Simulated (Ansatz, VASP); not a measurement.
**In in VASP and in Ansatz**

```
CELL_PARAMETERS angstrom
-2.26950 2.26950 1.20072
2.26950 -2.26950 1.20072
2.26950 2.26950 -1.20072
ATOMIC_POSITIONS crystal
In 0.62500 0.87500 0.75000
In 0.37500 0.12500 0.25000
```

Change from the starting cell: volume scaled by 0.43, crystal datasets.

Alike in both runs: task single point; functional PBE; k mesh 13 × 13 × 13; occupations fermi-dirac, width 0.05 eV; no spin polarisation.

```csv
,VASP,Ansatz
version,VASP 6.6.1,Ansatz 0.2.0
potentials or method,"VASP PAW PBE potentials, release 64 (In_d), cutoff 520 eV","all-electron PAW with datasets made for the crystal, scalar-relativistic"
```

|  | VASP | Ansatz | Ansatz less VASP |
| --- | --- | --- | --- |
| pressure (GPa) | 246.0 | 244.6 | -1.36 |
| traceless stress, the component that is largest in VASP (GPa) | -0.02 | -0.06 | -0.039 |

Both programs put the cell under a high pressure, so it lies far from rest at this level. Ansatz ran all-electron here, and VASP with PAW potentials.

Noted on VASP's run: the cell as given lies far from equilibrium.
